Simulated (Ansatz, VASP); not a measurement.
**BiTe in VASP and in Ansatz**

```
CELL_PARAMETERS angstrom
0.00000 3.23500 3.23500
3.23500 0.00000 3.23500
3.23500 3.23500 0.00000
ATOMIC_POSITIONS crystal
Bi 0.00000 0.00000 0.00000
Te 0.50000 0.50000 0.50000
```

Alike in both runs: functional LDA; k mesh 5 × 5 × 5; occupations fermi-dirac, width 0.05 eV; non-collinear spin, spin-orbit coupling.

|  | VASP | Ansatz |
| --- | --- | --- |
| version | VASP 6.6.1 | Ansatz 0.2.0 |
| potentials or method | VASP PAW LDA potentials, release 64 (Bi_d, Te) | Ansatz PAW |
| plane-wave cutoff (eV) | 520 | 420 |
| valence electrons in the cell | 21 | 31 |
| task | single point | band structure |

Ansatz gave:

```
pressure (GPa)           : -0.9
net moment per atom (μB) : 0.00
```

Which values does VASP return?

Pressure (GPa): -1.0; net moment per atom (μB): 0.00.

LDA's correlation is that of Perdew and Zunger in VASP and of Perdew and Wang (1992) in Ansatz. VASP's potentials hold 21 valence electrons a cell and Ansatz's 31, so a difference there can come from the potentials and not from the codes.
